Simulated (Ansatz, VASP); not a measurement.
**MoS2: VASP beside Ansatz**

```xyz
6
Lattice="3.1632 0.0000 0.0000 -1.5816 2.7394 0.0000 0.0000 0.0000 21.5251" Properties=species:S:1:pos:R:3 pbc="T T T"
Mo    0.0000    1.8263   18.3213
Mo    1.5816    0.9131    3.2038
S     1.5816    0.9131   16.7815
S     0.0000    1.8263    1.6628
S     1.5816    0.9131   19.8623
S     0.0000    1.8263    4.7436
```

Alike in both runs: task single point; functional PBEsol; dispersion D3(BJ); k mesh 10 × 10 × 2; occupations fermi-dirac, width 0.05 eV; no spin polarisation.

```csv
,VASP,Ansatz
version,VASP 6.6.1,Ansatz 0.2.0
potentials or method,"VASP PAW PBE potentials, release 64 (Mo_sv, S)",Ansatz PAW
plane-wave cutoff (eV),520,420
valence electrons in the cell,52,52
```

```tsv
	VASP	Ansatz	Ansatz less VASP
gap on the k mesh at the Fermi level (eV)	1.42	1.40	-0.015
least direct gap on the mesh (eV)	1.95	1.94	-0.005
rms of the force components (eV/Å)	0.101	0.100	-0.0005
```

VASP's potentials were made for PBE, not for PBEsol. Atom by atom the forces differ by 0.001 eV/Å (rms over components).
